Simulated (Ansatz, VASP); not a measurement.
**BaS in VASP and in Ansatz**

```
Ba S
1.0
     4.05535    0.00000    0.00000
     0.00000    3.83376    0.00000
     0.00000    0.00000    3.83376
Ba S
1 1
Direct
  0.00000 0.00000 0.00000
  0.50000 0.50000 0.50000
```

Change from the starting cell: uniaxial_x strain +5.8%.

Alike in both runs: task single point; functional PBE; k mesh 6 × 6 × 6; occupations fermi-dirac, width 0.02 eV; no spin polarisation.

```csv
,VASP,Ansatz
version,VASP 6.6.1,Ansatz 0.2.0
potentials or method,"VASP PAW PBE potentials, release 64 (Ba_sv, S)","plane waves, PAW"
plane-wave cutoff (eV),500,420
valence electrons in the cell,16,16
```

|  | VASP | Ansatz | Ansatz less VASP |
| --- | --- | --- | --- |
| gap on the k mesh at the Fermi level (eV) | 1.32 | 1.43 | +0.110 |
| pressure (GPa) | -1.3 | -2.1 | -0.71 |
| traceless stress, the component that is largest in VASP (GPa) | -3.98 | -3.96 | +0.028 |

Spin-orbit coupling is off throughout.
